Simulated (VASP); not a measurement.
# KBr in VASP: notebook, part 2 of 2

VASP 6.6.1. Earlier steps stand in the parts before.

## Step 4: Single point, r2SCAN (shear xy strain +2.2%)

Input file POSCAR:

```
KBr
1.0
    0.0358293888      3.3022478201      3.3022478201
    3.3022478201      0.0358293888      3.3022478201
    3.3380772089      3.3380772089      0.0000000000
K Br
1 1
Direct
    0.0000000000      0.0000000000      0.0000000000
    0.5000000000      0.5000000000      0.5000000000
```

Input file INCAR.step1:

```
SYSTEM = KBr
ALGO     = Normal         ! electronic algorithm
EDIFF    = 1E-4           ! SCF threshold, eV
ENCUT    = 520            ! plane-wave cutoff, eV
GGA      = PE             ! functional
ISMEAR   = 0              ! smearing method
LASPH    = .TRUE.         ! aspherical terms in the spheres
LCHARG   = .FALSE.        ! write CHGCAR
LREAL    = .FALSE.        ! projectors in reciprocal space
LWAVE    = .TRUE.         ! write WAVECAR
NBANDS   = 15             ! bands
NELM     = 80             ! most SCF steps
PREC     = Accurate       ! precision mode
SIGMA    = 0.01           ! smearing width, eV
```

Input file INCAR.step2:

```
SYSTEM = KBr
ALGO     = Normal         ! electronic algorithm
EDIFF    = 1E-6           ! SCF threshold, eV
ENCUT    = 520            ! plane-wave cutoff, eV
ISIF     = 2              ! what is computed and relaxed
ISMEAR   = 0              ! smearing method
ISTART   = 1            
LASPH    = .TRUE.         ! aspherical terms in the spheres
LCHARG   = .FALSE.        ! write CHGCAR
LMIXTAU  = .TRUE.       
LREAL    = .FALSE.        ! projectors in reciprocal space
LWAVE    = .FALSE.        ! write WAVECAR
METAGGA  = R2SCAN         ! meta-GGA
NBANDS   = 15             ! bands
NELM     = 80             ! most SCF steps
PREC     = Accurate       ! precision mode
SIGMA    = 0.01           ! smearing width, eV
```

Input file KPOINTS:

```
k-points
0
G
  6 6 6
  0 0 0
```

Potentials or basis: VASP PAW PBE potentials, release 64 (K_sv, Br).

Command:

```console
$ cat potpaw_PBE.64/K_sv/POTCAR potpaw_PBE.64/Br/POTCAR > POTCAR
$ cp INCAR.step1 INCAR
$ mpirun -np 1 vasp_std > vasp.out
$ cp INCAR.step2 INCAR
$ mpirun -np 1 vasp_std > vasp.out
```

OUTCAR:

```text
SYSTEM = KBr
   EDIFF = 1E-6
   ENCUT = 520
   ISIF = 2
   ISMEAR = 0
   ISTART = 1
   LASPH = .TRUE.
   LREAL = .FALSE.
   METAGGA = R2SCAN
   NELM = 80
   PREC = Accurate

 ion  position               nearest neighbor table
   1  0.000  0.000  0.000-   2 3.30   2 3.30
   2  0.500  0.500  0.500-   1 3.30   1 3.30

  LATTYP: Found a body centered orthorhombic cell.
 ALAT       =     4.6194132459
 B/A-ratio  =     1.0219380276
 C/A-ratio  =     1.4297260904

  Lattice vectors:

[... 616 lines left out ...]

 [... further k-points ...]

------------------------ aborting loop because EDIFF is reached ----------------------------------------

  FORCE on cell =-STRESS in cart. coord.  units (eV):
  Direction    XX          YY          ZZ          XY          YZ          ZX
  --------------------------------------------------------------------------------------
  -------------------------------------------------------------------------------------
  Total        0.0179687      0.0179687      0.0164709     -0.0510507      0.0000000      0.0000000
  in kB        0.3997782      0.3997782      0.3664541     -1.1358068      0.0000000      0.0000000
  external PRESSURE =       0.3886702 kB  Pullay stress =       0.0000000 kB

 VOLUME and BASIS-vectors are now :
 -----------------------------------------------------------------------------
  energy-cutoff  :      520.00
  volume of cell :       72.01
      direct lattice vectors                 reciprocal lattice vectors
     0.035829389  3.302247820  3.302247820    -0.153072857  0.153072857  0.151412016
     3.302247820  0.035829389  3.302247820     0.153072857 -0.153072857  0.151412016
     3.338077209  3.338077209  0.000000000     0.149786829  0.149786829 -0.151412016

 POSITION                                       TOTAL-FORCE (eV/Angst)
 -----------------------------------------------------------------------------------
      0.00000      0.00000      0.00000         0.000000     -0.000000      0.000000
      3.33808      3.33808      3.30225         0.000000      0.000000      0.000000
 -----------------------------------------------------------------------------------
    total drift:                                0.000000      0.000000      0.000000

  FREE ENERGIE OF THE ION-ELECTRON SYSTEM (eV)
  ---------------------------------------------------
  free  energy   TOTEN  =       -23.2480995427 eV

  energy  without entropy=      -23.2480995427  energy(sigma->0) =      -23.24809954
```

OUTCAR.step1:

```text
SYSTEM = KBr
   EDIFF = 1E-4
   ENCUT = 520
   GGA = PE
   ISMEAR = 0
   LASPH = .TRUE.
   LREAL = .FALSE.
[... 654 lines left out ...]
      0.00000      0.00000      0.00000        -0.000000      0.000000      0.000000
      3.33808      3.33808      3.30225         0.000000     -0.000000      0.000000
 -----------------------------------------------------------------------------------
    total drift:                                0.000000      0.000000      0.000000

  FREE ENERGIE OF THE ION-ELECTRON SYSTEM (eV)
  ---------------------------------------------------
  free  energy   TOTEN  =        -6.2152076630 eV

  energy  without entropy=       -6.2152076630  energy(sigma->0) =       -6.21520766
```

OSZICAR.step1:

```text
N       E                     dE             d eps       ncg     rms          rms(c)
DAV:   1     0.995921395635E+02    0.99592E+02   -0.67838E+03  1380   0.934E+02
DAV:   2    -0.316861410790E+00   -0.99909E+02   -0.91852E+02  1809   0.229E+02
DAV:   3    -0.616374212772E+01   -0.58469E+01   -0.58143E+01  1952   0.491E+01
DAV:   4    -0.638662504216E+01   -0.22288E+00   -0.22284E+00  2000   0.817E+00
DAV:   5    -0.638849292745E+01   -0.18679E-02   -0.18679E-02  1963   0.852E-01    0.310E+00
DAV:   6    -0.621636829568E+01    0.17212E+00   -0.21790E-01  1737   0.224E+00    0.226E+00
DAV:   7    -0.620513045247E+01    0.11238E-01   -0.10798E-01  1905   0.176E+00    0.102E+00
DAV:   8    -0.621409356117E+01   -0.89631E-02   -0.12002E-02  1556   0.793E-01    0.112E-01
DAV:   9    -0.621490977539E+01   -0.81621E-03   -0.85106E-04  1870   0.179E-01    0.783E-02
DAV:  10    -0.621519054839E+01   -0.28077E-03   -0.28187E-04  1470   0.968E-02    0.116E-02
DAV:  11    -0.621520766296E+01   -0.17115E-04   -0.22702E-05  1404   0.299E-02
   1 F= -.62152077E+01 E0= -.62152077E+01  d E =-.254155E-35
```

Run time: 97 s. Hardware: 1 thread of Intel Xeon Platinum 8488C (Sapphire Rapids), shared host; peak memory 0.23 GiB.

Results:

| Quantity | Value |
| --- | --- |
| Free energy | -23.2481 eV |
| Pressure | 0.0 GPa |
| Band gap on the k mesh | 5.05 eV, direct |

Levels at points of the mesh, in eV from the valence-band top:
| k point | band 5 | band 6 | band 7 | band 8 | band 9 | band 10 | band 11 | band 12 |
| --- | --- | --- | --- | --- | --- | --- | --- | --- |
| (0.00, 0.00, 0.00) | -11.62 | -0.05 | -0.03 | 0.00 | 5.05 | 8.12 | 8.21 | 8.30 |
| (0.50, 0.00, 0.00) | -11.38 | -1.18 | -0.38 | -0.35 | 7.10 | 8.87 | 10.47 | 10.59 |
| (0.50, 0.50, 0.00) | -11.65 | -0.85 | -0.35 | -0.28 | 6.33 | 8.00 | 10.10 | 10.18 |
| (0.00, 0.00, 0.50) | -11.37 | -1.19 | -0.35 | -0.32 | 7.11 | 8.80 | 10.42 | 10.54 |
| (0.50, 0.00, 0.50) | -11.65 | -0.85 | -0.31 | -0.31 | 6.34 | 7.99 | 10.10 | 10.17 |

Caveat: the cell differs from its parent crystal (shear xy strain +2.2%); the PAW data sets were made with another functional, which shifts forces and pressure a little.

## Step 5: The runs side by side

```csv
level,cell,smearing,gap on the mesh (eV),pressure (GPa)
PBE,"a = 4.777, b = 4.777, c = 4.670 Å, angles 60.7, 60.7, 58.5°, 2 atoms",fermi-dirac 0.02 eV,4.31,0.1
PBE,"a = 4.670, b = 4.670, c = 4.721 Å, angles 59.6, 59.6, 59.3°, 2 atoms",fermi-dirac 0.02 eV,4.40,0.7
r2SCAN,"a = 4.670, b = 4.670, c = 4.721 Å, angles 59.6, 59.6, 59.3°, 2 atoms",gaussian 0.01 eV,5.05,0.0
```

Alike in all rows: task single point; potentials or basis VASP PAW PBE potentials, release 64 (K_sv, Br); no spin polarisation; k mesh 6 × 6 × 6; cutoff (eV) 520.

Caveats: the PAW data sets were made with another functional, which shifts forces and pressure a little (some runs).

Absolute energies hang on the potentials; compare differences alone.
